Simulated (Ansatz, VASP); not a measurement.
# One calculation of CdS, two programs

```
CELL_PARAMETERS angstrom
0.00000 2.94295 3.03124
2.94295 0.00000 3.03124
2.94295 2.94295 0.00000
ATOMIC_POSITIONS crystal
Cd 0.00000 0.00000 0.00000
S 0.75000 0.75000 0.75000
```

Change from the starting cell: zz strain of +3 %.

Alike in both runs: task single point; functional PBE; k mesh 7 × 7 × 7; occupations fermi-dirac, width 0.02 eV; no spin polarisation.

|  | VASP | Ansatz |
| --- | --- | --- |
| version | VASP 6.6.1 | Ansatz 0.2.0 |
| potentials or method | VASP PAW PBE potentials, release 64 (Cd, S), cutoff 520 eV | all-electron LAPW, scalar-relativistic |

|  | VASP | Ansatz | Ansatz less VASP |
| --- | --- | --- | --- |
| gap on the k mesh at the Fermi level (eV) | 0.99 | 0.99 | -0.002 |
| pressure (GPa) | -0.2 | -0.5 | -0.25 |
| traceless stress, the component that is largest in VASP (GPa) | -0.42 | -0.42 | -0.006 |

Ansatz ran all-electron here, and VASP with PAW potentials.
